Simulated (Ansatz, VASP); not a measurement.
# Two plane-wave programs on AlIn2As3

```
Al In As
1.0
     4.26282    0.00000    0.00000
    -2.13141    3.69171    0.00000
     0.00000    0.00000   10.46252
Al In As
1 2 3
Direct
  0.00000 0.00000 0.00013
  0.33333 0.66667 0.67236
  0.66667 0.33333 0.32625
  0.00000 0.00000 0.76370
  0.33333 0.66667 0.41785
  0.66667 0.33333 0.06971
```

Alike in both runs: functional PBE; k mesh 12 × 12 × 4; occupations gaussian, width 0.1 eV; no spin polarisation.

Ansatz relaxed the structure, and its values are those at the end. VASP's run is a single point on that final structure, the one shown.

|  | VASP | Ansatz |
| --- | --- | --- |
| version | VASP 6.6.1 | Ansatz 0.2.0 |
| potentials or method | VASP PAW PBE potentials, release 64 (Al, In_d, As), cutoff 520 eV | scalar-relativistic, plane waves, PAW |
| valence electrons in the cell | 44 | 74 |

|  | VASP | Ansatz | Ansatz less VASP |
| --- | --- | --- | --- |
| pressure (GPa) | 0.1 | 0.0 | -0.07 |

The functional is the same, so the differences come from potentials, cutoffs and numerics. VASP's potentials hold 44 valence electrons a cell and Ansatz's 74, so a difference there can come from the potentials and not from the codes.
